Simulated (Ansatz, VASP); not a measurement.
**MgW in VASP and in Ansatz**

Contents of INCAR:

```
SYSTEM = MgW
PREC = Accurate
ENCUT = 520
EDIFF = 1E-6
ISMEAR = 0
SIGMA = 0.1
LREAL = .FALSE.
LASPH = .TRUE.
NELM = 100
ALGO = Fast
ISIF = 2
LWAVE = .FALSE.
LCHARG = .FALSE.
GGA = PE
NBANDS = 24
```

KPOINTS

```
regular mesh
0
G
  6 6 2
  0 0 0
```

Contents of POSCAR:

```
MgW
1.0
    3.1038509200      0.0000000000      0.0000000000
   -1.5519254600      2.6880137500      0.0000000000
    0.0000000000      0.0000000000      9.4611950100
Mg W
2 2
Direct
    0.0000000000      0.0000000000      0.0000000000
    0.0000000000      0.0000000000      0.5000000000
    0.3333333300      0.6666666700      0.2500000000
    0.6666666700      0.3333333300      0.7500000000
```

Input for Ansatz:

```yaml
crystal:
  lattice:
    - [3.10385092, 0.0, 0.0]
    - [-1.55192546, 2.68801375, 0.0]
    - [0.0, 0.0, 9.46119501]
  atoms:
    - { symbol: Mg, position: [0.0, 0.0, 0.0] }
    - { symbol: Mg, position: [0.0, 0.0, 0.5] }
    - { symbol: W, position: [0.33333333, 0.66666667, 0.25] }
    - { symbol: W, position: [0.66666667, 0.33333333, 0.75] }
basis:
  ecutwfc: 420
kpoints:
  mp_grid: { grid: [6, 6, 2] }
hamiltonian:
  xc: pbe
scf:
  occupations: { method: gaussian, width: 0.1 }
  lower_state_search: "off"
output:
  forces: true
  stress: true
  eigenvalues: true
```

Alike in both runs: task single point; functional PBE; k mesh 6 × 6 × 2; occupations gaussian, width 0.1 eV; no spin polarisation.

|  | VASP | Ansatz |
| --- | --- | --- |
| version | VASP 6.6.1 | Ansatz 0.2.0 |
| potentials or method | VASP PAW PBE potentials, release 64 (Mg, W_sv), cutoff 520 eV | scalar-relativistic, plane waves, PAW |
| valence electrons in the cell | 32 | 48 |

Ansatz gave:

- gap on the k mesh at the Fermi level (eV): none
- pressure (GPa): -14.0
- traceless stress, the component that is largest in VASP (GPa): 16.92

Estimate VASP's values.

gap on the k mesh at the Fermi level (eV): none; pressure (GPa): -14.1; traceless stress, the component that is largest in VASP (GPa): 16.88.

A gap of «none» marks a metal or a gap that the smearing closes. VASP's potentials hold 32 valence electrons a cell and Ansatz's 48, so a difference there can come from the potentials and not from the codes.

The k mesh is coarse, so the values compare programs but aren't converged. Neither program's run includes spin-orbit coupling.
